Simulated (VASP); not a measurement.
Ca:

```xyz
1
Lattice="0.0000 2.7942 2.7942 2.7942 0.0000 2.7942 2.7942 2.7942 0.0000" Properties=species:S:1:pos:R:3 pbc="T T T"
Ca    0.0000    0.0000    0.0000
```

Base run:

| Item | Value |
| --- | --- |
| Program | VASP 6.6.1 |
| Functional | PBE |
| Potentials or basis | VASP PAW PBE potentials, release 64 (Ca_sv) |
| Cutoff | 520 eV |
| k mesh | 8 × 8 × 8 |
| Occupations | gaussian, width 0.1 eV |
| Spin | no spin polarisation |

Its results: band gap on the k mesh zero (band 5 reaches 2.05 eV, above the bottom of band 6 at 1.65 eV); pressure -0.6 GPa.

Question: The run is repeated on the same cell with these changes: functional from PBE to PBEsol. What comes out?

Answer: Band gap on the k mesh zero (band 5 reaches 1.98 eV, above the bottom of band 6 at 1.58 eV); pressure -1.2 GPa.

PBEsol binds more tightly than PBE, so the same cell stands under less pressure.

Caveats: the PAW data sets were made with another functional, which shifts forces and pressure a little (some runs).
